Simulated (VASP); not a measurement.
Write the native input for VASP 6.6.1 that does the following.

| Item | Value |
| --- | --- |
| Task | relaxation of cell and atoms |
| Functional | PBE |
| Potentials or basis | VASP PAW PBE potentials, release 64 (La, O, F) |
| Cutoff | 600 eV |
| k mesh | 4 × 4 × 6 |
| Occupations | gaussian, width 0.1 eV |
| Spin | no spin polarisation |
| Dipole correction | no |
| Further INCAR settings | ALGO = Normal; EDIFF = 1e-06; IBRION = 2; EDIFFG = -0.04; NSW = 90; ISIF = 3 |

The structure of LaO2F2 lies in POSCAR:

```
LaO2F2
1.0
    6.6283617200      0.0000000000      0.0000000000
    0.0000000000      6.6283617200      0.0000000000
    0.0000000000      0.0000000000      3.6269529600
La O F
2 4 4
Direct
    0.0000000000      0.0000000000      0.0000000000
    0.5000000000      0.5000000000      0.0000000000
    0.3747800000      0.8747800000      0.0000000000
    0.1252200000      0.3747800000      0.0000000000
    0.6252200000      0.1252200000      0.0000000000
    0.8747800000      0.6252200000      0.0000000000
    0.1731400000      0.6731400000      0.5000000000
    0.3268600000      0.1731400000      0.5000000000
    0.8268600000      0.3268600000      0.5000000000
    0.6731400000      0.8268600000      0.5000000000
```

The cell was generated, and may not be a known phase.

One way to write it, as run:

INCAR

```
PREC = Accurate ; ENCUT = 600
EDIFF = 1E-6 ; ISMEAR = 0
SIGMA = 0.1 ; LREAL = F
LASPH = T ; NELM = 60
ALGO = Normal ; ISIF = 3
LWAVE = F ; LCHARG = F
GGA = PE ; IBRION = 2
NSW = 90 ; EDIFFG = -0.04
```

KPOINTS

```
regular mesh
0
Gamma
  4 4 6
```

Potentials or basis: VASP PAW PBE potentials, release 64 (La, O, F).

Command:

```sh
$ cat potpaw_PBE.64/La/POTCAR potpaw_PBE.64/O/POTCAR potpaw_PBE.64/F/POTCAR > POTCAR
$ mpirun -np 1 vasp_std > vasp.out
```

It gave:

```json
{
 "Relaxed volume": "12.80 Å³/atom",
 "Relaxed cell": "a = 5.832 Å, b = 5.832 Å, c = 3.764 Å, α = 90.00°, β = 90.00°, γ = 90.00°",
 "Space group after relaxing (to 0.1 Å)": "P4/mbm (No. 127)",
 "Pressure after relaxing": "0.0 GPa",
 "Largest force after relaxing": "0.040 eV/Å",
 "Band gap on the k mesh": "zero (bands 37 and 38 overlap by 0.15 eV)"
}
```

Caveat: the volume moved by over 15 % at a fixed basis, so the end points are rough; spin-orbit coupling is left out, which moves the levels of the heavy elements.

It took 56 min on 1 thread of Intel(R) Xeon(R) 6975P-C (Granite Rapids) (shared host), peak memory 0.4 GiB.
